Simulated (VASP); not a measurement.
A run of VASP 6.6.1 is set up as follows.

Contents of INCAR:

```
PREC = Accurate
ENCUT = 500
EDIFF = 1E-6
ISMEAR = 0
SIGMA = 0.1
LREAL = False
LASPH = True
NELM = 120
ALGO = Normal
ISIF = 2
LWAVE = False
LCHARG = False
GGA = CA
NBANDS = 35
GGA_COMPAT = False
```

Contents of KPOINTS:

```
Automatic mesh
0
Gamma
  12 12 4
```

File POSCAR:

```
Te2Mo
1.0
    3.4729500526      0.0000000000      0.0000000000
   -1.7364750263      3.0076629716      0.0000000000
    0.0000000000      0.0000000000     13.7694076594
Te Mo
4 2
Direct
    0.3333333333      0.6666666667      0.6195570864
    0.6666666667      0.3333333333      0.1195570864
    0.3333333333      0.6666666667      0.8804429136
    0.6666666667      0.3333333333      0.3804429136
    0.3333333333      0.6666666667      0.2500000000
    0.6666666667      0.3333333333      0.7500000000
```

Potentials or basis: VASP PAW LDA potentials, release 64 (Te, Mo_sv).

Launch:

```bash
$ cat potpaw_LDA.64/Te/POTCAR potpaw_LDA.64/Mo_sv/POTCAR > POTCAR
$ mpirun -np 1 vasp_std > vasp.out
```

Q: Predict the band gap on the k mesh.

A: 0.68 eV (least direct gap 1.10 eV).

Q: Estimate the pressure.

A: 0.3 GPa.

Q: Estimate the largest force.

A: 0.058 eV/Å.

Stress tensor (GPa, compression positive):
```
0.21 0.00 0.00
0.00 0.21 0.00
0.00 0.00 0.39
```

Caveat: semilocal functionals underestimate gaps, and a narrow one can read as zero; spin-orbit coupling is left out, which moves the levels of the heavy elements. A k mesh can miss the band edges.
